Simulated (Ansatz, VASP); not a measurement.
# Two plane-wave programs on GaSb

File INCAR:

```
PREC = Accurate ; ENCUT = 520
EDIFF = 1E-6 ; ISMEAR = 0
SIGMA = 0.1 ; LREAL = False
LASPH = True ; NELM = 100
ALGO = Normal ; ISIF = 2
LWAVE = False ; LCHARG = True
GGA = PS ; LELF = True
LVHAR = True ; NBANDS = 16
```

KPOINTS

```
Automatic mesh
0
Gamma
  10 10 10
```

The input POSCAR:

```
GaSb
1.0
    0.0000000000      3.0549174080      3.0549174080
    3.0549174080      0.0000000000      3.0549174080
    3.0549174080      3.0549174080      0.0000000000
Ga Sb
1 1
Direct
    1.0000000000      0.0000000000      0.0000000000
    0.2500000000      0.2500000000      0.2500000000
```

Input for Ansatz:

```yaml
crystal:
  lattice:
    - [0.0, 3.054917408, 3.054917408]
    - [3.054917408, 0.0, 3.054917408]
    - [3.054917408, 3.054917408, 0.0]
  atoms:
    - { symbol: Ga, position: [1.0, 0.0, 0.0] }
    - { symbol: Sb, position: [0.25, 0.25, 0.25] }
basis:
  ecutwfc: 420
kpoints:
  mp_grid: { grid: [10, 10, 10] }
scf:
  occupations: { method: gaussian, width: 0.1 }
  n_extra_bands: 4
hamiltonian:
  xc: pbesol
  pseudopotentials: { kind: paw, azcp: { folder: soft_1 } }
output:
  eigenvalues: true
  forces: true
  stress: true
```

Alike in both runs: task single point; functional PBEsol; k mesh 10 × 10 × 10; occupations gaussian, width 0.1 eV; no spin polarisation.

|  | VASP | Ansatz |
| --- | --- | --- |
| version | VASP 6.6.1 | Ansatz 0.2.0 |
| potentials or method | VASP PAW PBE potentials, release 64 (Ga_d, Sb), cutoff 520 eV | plane-wave PAW, scalar-relativistic |
| valence electrons in the cell | 18 | 28 |

VASP gave:

* pressure (GPa): 0.1

What did Ansatz give for the same quantities?

Pressure (GPa): 0.0.

VASP's potentials were made for PBE, not for PBEsol, and Ansatz warns of the same on its side. VASP's potentials hold 18 valence electrons a cell and Ansatz's 28, so a difference there can come from the potentials and not from the codes.

Neither program's run includes spin-orbit coupling.
